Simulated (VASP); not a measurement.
A run of VASP 6.6.1 is set up as follows.

INCAR

```
SYSTEM = Pt
PREC = Accurate
ENCUT = 520
EDIFF = 1E-6
ISMEAR = 0
SIGMA = 0.15
LREAL = .False.
LASPH = .True.
NELM = 100
ALGO = Fast
ISIF = 2
LWAVE = .False.
LCHARG = .False.
GGA = PS
NBANDS = 11
```

Contents of KPOINTS:

```
regular mesh
0
Gamma
  20 20 20
  0 0 0
```

File POSCAR:

```
Pt
1.0
    0.0000000000      1.9089525000      2.0068475000
    1.9089525000      0.0000000000      2.0068475000
    1.9089525000      1.9089525000      0.0000000000
Pt
1
Direct
    0.0000000000      0.0000000000      0.0000000000
```

Potentials or basis: VASP PAW PBE potentials, release 64 (Pt).

Run with:

```sh
$ cat potpaw_PBE.64/Pt/POTCAR > POTCAR
$ mpirun -np 1 vasp_std > vasp.out
```

Question: What does it give for the pressure?

Answer: 8.6 GPa.

Question: Predict the band gap on the k mesh.

Answer: Zero (bands 5 and 6 overlap by 2.62 eV).

Stress tensor (GPa, compression positive):
```
10.95  0.00  0.00
 0.00 10.95  0.00
 0.00  0.00  4.01
```

Caveat: the cell differs from its parent crystal (strain -0.025 along x and y, +0.025 along z); the cell stands under pressure; the PAW data sets were made with another functional, which shifts forces and pressure a little; spin-orbit coupling is left out, which moves the levels of the heavy elements.
